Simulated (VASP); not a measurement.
A run of VASP 6.6.1 is set up as follows.

Contents of INCAR:

```
SYSTEM = Sn2Sb2Te
ALGO = Normal
EDIFF = 1E-6
ENCUT = 520
GGA = PE
ISIF = 2
ISMEAR = 0
LASPH = .True.
LCHARG = .False.
LREAL = .False.
LWAVE = .False.
NBANDS = 30
NELM = 60
PREC = Accurate
SIGMA = 0.1
```

The input KPOINTS:

```
k-points
0
Gamma
  12 12 6
  0 0 0
```

File POSCAR:

```
Sn2Sb2Te
1.0
    5.5009613675      0.0000000000      0.0000000000
   -2.7504806838      4.7639722895      0.0000000000
    0.0000000000      0.0000000000      6.2211752758
Sn Sb Te
2 2 1
Direct
    0.3333333333      0.6666666667      0.5000000000
    0.6666666667      0.3333333333      0.5000000000
    0.3333333333      0.6666666667      0.0000000000
    0.6666666667      0.3333333333      0.0000000000
    0.0000000000      0.0000000000      0.5000000000
```

Potentials or basis: VASP PAW PBE potentials, release 64 (Sn_d, Sb, Te).

The run is started by

```sh
$ cat potpaw_PBE.64/Sn_d/POTCAR potpaw_PBE.64/Sb/POTCAR potpaw_PBE.64/Te/POTCAR > POTCAR
$ mpirun -np 1 vasp_std > vasp.out
```

Predict the pressure.

0.0 GPa.

Estimate the band gap on the k mesh.

zero (bands 22 and 23 overlap by 1.49 eV).

Caveat: spin-orbit coupling is left out, which moves the levels of the heavy elements.
